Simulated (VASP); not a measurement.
A run of VASP 6.6.1 is set up as follows.

POSCAR

```
ScAl3
1.0
    3.9221151058      0.0000000000      0.0000000000
    0.0000000000      3.9221151058      0.0000000000
    0.0000000000      0.0000000000      4.1528848885
Sc Al
1 3
Direct
    0.0000000000      0.0000000000      0.0000000000
    0.5000000000      0.0000000000      0.5000000000
    0.0000000000      0.5000000000      0.5000000000
    0.5000000000      0.5000000000      0.0000000000
```

The input INCAR.step1:

```
SYSTEM = ScAl3
ALGO     = Normal         ! electronic algorithm
EDIFF    = 1E-4           ! SCF threshold, eV
ENCUT    = 520            ! plane-wave cutoff, eV
GGA      = PE             ! functional
ISMEAR   = 0              ! smearing method
LASPH    = .TRUE.         ! aspherical terms in the spheres
LCHARG   = .FALSE.        ! write CHGCAR
LREAL    = .FALSE.        ! projectors in reciprocal space
LWAVE    = .TRUE.         ! write WAVECAR
NBANDS   = 18             ! bands
NELM     = 100            ! most SCF steps
PREC     = Accurate       ! precision mode
SIGMA    = 0.1            ! smearing width, eV
```

INCAR.step2

```
SYSTEM = ScAl3
ALGO     = Normal         ! electronic algorithm
EDIFF    = 1E-6           ! SCF threshold, eV
ENCUT    = 520            ! plane-wave cutoff, eV
ISIF     = 2              ! what is computed and relaxed
ISMEAR   = 0              ! smearing method
ISTART   = 1            
LASPH    = .TRUE.         ! aspherical terms in the spheres
LCHARG   = .TRUE.         ! write CHGCAR
LELF     = .TRUE.         ! ELF
LMIXTAU  = .TRUE.       
LREAL    = .FALSE.        ! projectors in reciprocal space
LVHAR    = .TRUE.       
LWAVE    = .FALSE.        ! write WAVECAR
METAGGA  = R2SCAN         ! meta-GGA
NBANDS   = 18             ! bands
NELM     = 100            ! most SCF steps
PREC     = Accurate       ! precision mode
SIGMA    = 0.1            ! smearing width, eV
```

File KPOINTS:

```
k-points
0
G
  14 14 14
  0 0 0
```

Potentials or basis: VASP PAW PBE potentials, release 64 (Sc_sv, Al).

The run is started by

```sh
$ cat potpaw_PBE.64/Sc_sv/POTCAR potpaw_PBE.64/Al/POTCAR > POTCAR
$ cp INCAR.step1 INCAR
$ mpirun -np 1 vasp_std > vasp.out
$ cp INCAR.step2 INCAR
$ mpirun -np 1 vasp_std > vasp.out
```

(1) Estimate the pressure.

(2) Predict the band gap on the k mesh.

Answers

(1) 7.3 GPa.

(2) zero (bands 10 and 11 overlap by 4.55 eV).

Caveat: the cell differs from its parent crystal (biaxial strain in the a-b plane: -4.0 %, then relaxed in part); the cell stands under pressure; the PAW data sets were made with another functional, which shifts forces and pressure a little.
